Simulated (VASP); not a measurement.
# Ta (P6_3/mmc) in VASP: settings compared

Aim: see how the results for Ta move with the level of theory and the settings. Levels: LDA, r2SCAN. Tasks: single point.

Everything below comes from runs of VASP 6.6.1. Logs are shortened: lines on timing, memory, paths and dates and some standing lists are left out, and cuts for length are marked.

## 1. The cell of the first run

Symmetry: P6_3/mmc, No. 194, hexagonal system. Conventional cell: a = 2.939 Å, b = 2.939 Å, c = 5.234 Å, α = 90.00°, β = 90.00°, γ = 120.00°. Ta (site symmetry -6m2) has 12 Ta at 2.94 to 3.12 Å within 3.9 Å.

This isn't the form of Ta at room conditions, which is bcc.

## 2. Single point, LDA

Input file INCAR:

```
PREC     = Accurate       # precision mode
ENCUT    = 520            # plane-wave cutoff, eV
EDIFF    = 1E-6           # SCF threshold, eV
ISMEAR   = -1             # smearing method
SIGMA    = 0.05           # smearing width, eV
LREAL    = False          # projectors in reciprocal space
LASPH    = True           # aspherical terms in the spheres
NELM     = 100            # most SCF steps
ALGO     = Fast           # electronic algorithm
ISIF     = 2              # what is computed and relaxed
LWAVE    = False          # write WAVECAR
LCHARG   = False          # write CHGCAR
GGA      = CA             # functional
NBANDS   = 18             # bands
```

Input file KPOINTS:

```
regular mesh
0
Gamma
  11 11 5
```

Input file POSCAR:

```
Ta
1.0
    2.9385392399      0.0000000000      0.0000000000
   -1.4692696200      2.5448496318      0.0000000000
    0.0000000000      0.0000000000      5.2342590858
Ta
2
Direct
    0.3333333333      0.6666666667      0.2500000000
    0.6666666667      0.3333333333      0.7500000000
```

Potentials or basis: VASP PAW LDA potentials, release 64 (Ta_pv).

On the command line:

```
$ cat potpaw_LDA.64/Ta_pv/POTCAR > POTCAR
$ mpirun -np 1 vasp_std > vasp.out
```

OUTCAR:

```text
PREC = Accurate
   ENCUT = 520
   EDIFF = 1E-6
   ISMEAR = -1
   LREAL = False
   LASPH = True
   NELM = 100
   ISIF = 2
   GGA = CA

 ion  position               nearest neighbor table
   1  0.333  0.667  0.250-   2 3.12   2 3.12   2 3.12   2 3.12   2 3.12   2 3.12
   2  0.667  0.333  0.750-   1 3.12   1 3.12   1 3.12   1 3.12   1 3.12   1 3.12

  LATTYP: Found a hexagonal cell.
 ALAT       =     2.9385392399
 C/A-ratio  =     1.7812452578

  Lattice vectors:

 A1 = (   2.9385392399,   0.0000000000,   0.0000000000)
 A2 = (  -1.4692696200,   2.5448496318,   0.0000000000)
 A3 = (   0.0000000000,   0.0000000000,   5.2342590858)

Analysis of symmetry for initial positions (statically):
=====================================================================
 Subroutine PRICEL returns:
 Original cell was already a primitive cell.

 Routine SETGRP: Setting up the symmetry group for a
 hexagonal supercell.

 Subroutine GETGRP returns: Found 24 space group operations
 (whereof 12 operations were pure point group operations)
 out of a pool of 24 trial point group operations.

The static configuration has the point symmetry D_3d.
 The point group associated with its full space group is D_6h.

Analysis of symmetry for dynamics (positions and initial velocities):
=====================================================================
 Subroutine PRICEL returns:
 Original cell was already a primitive cell.

 Routine SETGRP: Setting up the symmetry group for a
 hexagonal supercell.

 Subroutine GETGRP returns: Found 24 space group operations
 (whereof 12 operations were pure point group operations)
 out of a pool of 24 trial point group operations.

The dynamic configuration has the point symmetry D_3d.
 The point group associated with its full space group is D_6h.

 Subroutine INISYM returns: Found 24 space group operations
 (whereof 12 operations are pure point group operations),
 and found     1 'primitive' translations

----------------------------------------------------------------------------------------

                                     Primitive cell

  volume of cell :      39.1425

  direct lattice vectors                    reciprocal lattice vectors
     2.938539240  0.000000000  0.000000000     0.340305137  0.196475263  0.000000000
    -1.469269620  2.544849632  0.000000000     0.000000000  0.392950525  0.000000000
     0.000000000  0.000000000  5.234259086     0.000000000  0.000000000  0.191049007

  length of vectors
     2.938539240  2.938539240  5.234259086     0.392950525  0.392950525  0.191049007

  position of ions in fractional coordinates (direct lattice)
     0.333333333  0.666666667  0.250000000
     0.666666667  0.333333333  0.750000000

  ion indices of the primitive-cell ions
   primitive index   ion index
                 1           1
                 2           2

----------------------------------------------------------------------------------------

 KPOINTS: regular mesh

Automatic generation of k-mesh.
 Grid dimensions read from file:
 generate k-points for:   11   11    5

 Generating k-lattice:

  Cartesian coordinates                     Fractional coordinates (reciprocal lattice)
     0.030936831  0.017861388  0.000000000     0.090909091  0.000000000  0.000000000
     0.000000000  0.035722775  0.000000000     0.000000000  0.090909091  0.000000000
     0.000000000  0.000000000  0.038209801     0.000000000  0.000000000  0.200000000

  Length of vectors
     0.035722775  0.035722775  0.038209801

  Shift w.r.t. Gamma in fractional coordinates (k-lattice)
     0.000000000  0.000000000  0.000000000

 Subroutine IBZKPT returns following result:
 ===========================================

 Found     48 irreducible k-points:

 Following reciprocal coordinates:
            Coordinates               Weight
  0.000000  0.000000  0.000000      1.000000
  0.090909  0.000000  0.000000      6.000000
  0.181818  0.000000  0.000000      6.000000
  0.272727 -0.000000  0.000000      6.000000
  0.363636  0.000000  0.000000      6.000000
  0.454545  0.000000  0.000000      6.000000
[... 16 lines left out ...]
  0.090909  0.090909  0.200000     12.000000
  0.181818  0.090909  0.200000     24.000000
 [... further k-points ...]
   k-points           NKPTS =     48   k-points in BZ     NKDIM =     48   number of bands    NBANDS=     18
   number of dos      NEDOS =    301   number of ions     NIONS =      2
   total plane-waves  NPLWV =  23040
   dimension x,y,z NGX =    24 NGY =   24 NGZ =   40
   dimension x,y,z NGXF=    48 NGYF=   48 NGZF=   80
   ions per type =               2
   NGX,Y,Z   is equivalent  to a cutoff of  13.58, 13.58, 12.70 a.u.
   NGXF,Y,Z  is equivalent  to a cutoff of  27.16, 27.16, 25.41 a.u.
 SYSTEM =  unknown system
   PREC   = accura    normal or accurate (medium, high low for compatibility)
   ISTART =      0    job   : 0-new  1-cont  2-samecut
   ICHARG =      2    charge: 1-file 2-atom 10-const
   ISPIN  =      1    spin polarized calculation?
   LNONCOLLINEAR =      F non collinear calculations
   LSORBIT =      F    spin-orbit coupling
   LASPH  =      T    aspherical Exc in radial PAW
   ENCUT  =  520.0 eV  38.22 Ry    6.18 a.u.   5.46  5.46  9.73*2*pi/ulx,y,z
   NELM   =    100;   NELMIN=  2; NELMDL= -5     # of ELM steps
   EDIFF  = 0.1E-05   stopping-criterion for ELM
   LREAL  =      F    real-space projection
   EDIFFG = 0.1E-04   stopping-criterion for IOM
   NSW    =      0    number of steps for IOM
   IBRION =     -1    ionic relax: 0-MD 1-quasi-New 2-CG
   NFREE  =      0    steps in history (QN), initial steepest desc. (CG)
   ISIF   =      2    stress and relaxation
   ISYM   =      2    0-nonsym 1-usesym 2-fastsym
   POTIM  = 0.5000    time-step for ionic-motion
   TEBEG  =    0.0;   TEEND  =   0.0 temperature during run
   PSTRESS=    0.0 pullay stress
   NELECT =      22.0000    total number of electrons
   NUPDOWN=      -1.0000    fix difference up-down
   EMIN   =  10.00;   EMAX   =-10.00  energy-range for DOS
   EFERMI =   0.00;   METHOD = LEGACY
   ISMEAR =    -1;   SIGMA  =   0.05  broadening in eV -4-tet -1-fermi 0-gaus
   EFERMI_NEDOS =   21; number of points for ismear=-14 and -15
   IALGO  =     68    algorithm
   IMIX   =      4    mixing-type and parameters
     AMIX     =   0.40;   BMIX     =  1.00
     AMIX_MAG =   1.60;   BMIX_MAG =  1.00
  volume/ion in A,a.u.               =      19.57       132.07
  Fermi-wavevector in a.u.,A,eV,Ry     =   1.351033  2.553083 24.834598  1.825291
  Thomas-Fermi vector in A             =   2.478489
   LORBIT       =      0    0 simple, 1 ext, 2 COOP (PROOUT), +10 PAW based schemes
   GGA     = CA    functional components
   LHFCALC =     F    Hartree Fock is set to
   AEXX    =    0.0000 exact exchange contribution
   IVDW    =     0    specifies the selected vdW correction
   LEPSILON=     F    determine dielectric tensor
   LRPA    =     F    only Hartree local field effects (RPA)
 non-spin polarized calculation
 RMM-DIIS sequential band-by-band and
  energy-cutoff  :      520.00
  volume of cell :       39.14
 maximum number of plane-waves:      1087
 NGX is ok and might be reduce to    24
   NGX = 11   NGY = 11   NGZ = 19

 number of electron      22.0000002 magnetization

 Free energy of the ion-electron system (eV)
  ---------------------------------------------------
  ext. energy  EPLUGINS =         0.00000000
  ---------------------------------------------------
  free energy    TOTEN  =       -24.85376045 eV

  energy without entropy =      -24.83402875  energy(sigma->0) =      -24.84389460

 E-fermi :   5.1542     XC(G=0): -12.3664

 val. band max:        5.1293935157   @ k =   0.1818   0.0000   0.0000
 cond. band min:       5.1563679824   @ k =   0.3636   0.0000   0.0000
 fundamental gap:      0.0269744667
 Fermi energy:         5.1541623927

 k-point     1 :       0.0000    0.0000    0.0000
  band No.  band energies     occupation
      1     -29.2803      2.00000
      2     -28.5614      2.00000
      3     -28.4487      2.00000
      4     -28.4487      2.00000
      5     -28.3754      2.00000
      6     -28.3754      2.00000
[... 10 lines left out ...]
     17       9.9442      0.00000
     18       9.9442      0.00000

 k-point     2 :       0.0909    0.0000    0.0000
  band No.  band energies     occupation
      1     -29.2572      2.00000
      2     -28.5641      2.00000
      3     -28.5238      2.00000
      4     -28.4691      2.00000
      5     -28.4520      2.00000
      6     -28.3894      2.00000
[... 10 lines left out ...]
     17      10.0545      0.00000
     18      10.5672      0.00000

 k-point     3 :       0.1818    0.0000    0.0000
  band No.  band energies     occupation
      1     -29.1922      2.00000
      2     -28.7231      2.00000
      3     -28.6515      2.00000
      4     -28.5740      2.00000
      5     -28.5225      2.00000
      6     -28.4280      2.00000
[... 10 lines left out ...]
     17      10.2257      0.00000
     18      11.8372      0.00000

 k-point     4 :       0.2727   -0.0000    0.0000
  band No.  band energies     occupation
      1     -29.0982      2.00000
      2     -28.9794      2.00000
      3     -28.9007      2.00000
      4     -28.5953      2.00000
      5     -28.5901      2.00000
      6     -28.4794      2.00000
[... 375 lines left out ...]
      4     -28.6736      2.00000
      5     -28.6735      2.00000
      6     -28.5683      2.00000
[... 10 lines left out ...]
     17      11.2616      0.00000
     18      11.6591      0.00000

 k-point    23 :       0.0909    0.0909    0.2000
  band No.  band energies     occupation
      1     -29.1594      2.00000
      2     -28.6742      2.00000
      3     -28.6375      2.00000
      4     -28.5672      2.00000
      5     -28.4891      2.00000
      6     -28.4335      2.00000
[... 10 lines left out ...]
     17       9.9132      0.00000
     18      10.7912      0.00000

 k-point    24 :       0.1818    0.0909    0.2000
  band No.  band energies     occupation
      1     -29.1039      2.00000
      2     -28.8548      2.00000
      3     -28.8235      2.00000
      4     -28.6208      2.00000
      5     -28.5566      2.00000
      6     -28.4927      2.00000
[... 10 lines left out ...]
     17       9.8549      0.00000
     18      11.4244      0.00000

 [... further k-points ...]

------------------------ aborting loop because EDIFF is reached ----------------------------------------

  FORCE on cell =-STRESS in cart. coord.  units (eV):
  Direction    XX          YY          ZZ          XY          YZ          ZX
  --------------------------------------------------------------------------------------
  -------------------------------------------------------------------------------------
  Total       -4.5583825     -4.5583825     -3.6477971      0.0000000     -0.0000000     -0.0000000
  in kB     -186.5831876   -186.5831876   -149.3112098      0.0000000     -0.0000000     -0.0000000
  external PRESSURE =    -174.1591950 kB  Pullay stress =       0.0000000 kB

 VOLUME and BASIS-vectors are now :
 -----------------------------------------------------------------------------
  energy-cutoff  :      520.00
  volume of cell :       39.14
      direct lattice vectors                 reciprocal lattice vectors
     2.938539240  0.000000000  0.000000000     0.340305137  0.196475263  0.000000000
    -1.469269620  2.544849632  0.000000000     0.000000000  0.392950525  0.000000000
     0.000000000  0.000000000  5.234259086     0.000000000  0.000000000  0.191049007

 POSITION                                       TOTAL-FORCE (eV/Angst)
 -----------------------------------------------------------------------------------
     -0.00000      1.69657      1.30856         0.000000     -0.000000      0.000000
      1.46927      0.84828      3.92569        -0.000000      0.000000      0.000000
 -----------------------------------------------------------------------------------
    total drift:                               -0.000000      0.000000     -0.000000

  FREE ENERGIE OF THE ION-ELECTRON SYSTEM (eV)
  ---------------------------------------------------
  free  energy   TOTEN  =       -24.8537604531 eV

  energy  without entropy=      -24.8340287533  energy(sigma->0) =      -24.84389460
```

Wall time 66 s (1 thread of Intel Xeon 8259CL, shared host); peak memory 0.16 GiB.

What came out:

* Free energy: -24.8538 eV
* Pressure: -17.4 GPa
* Band gap on the k mesh: zero (bands 11 and 12 overlap by 1.40 eV)

Caveat: the cell stands under tension; spin-orbit coupling is left out, which moves the levels of the heavy elements.

(Part 1 of 2 ends here.)
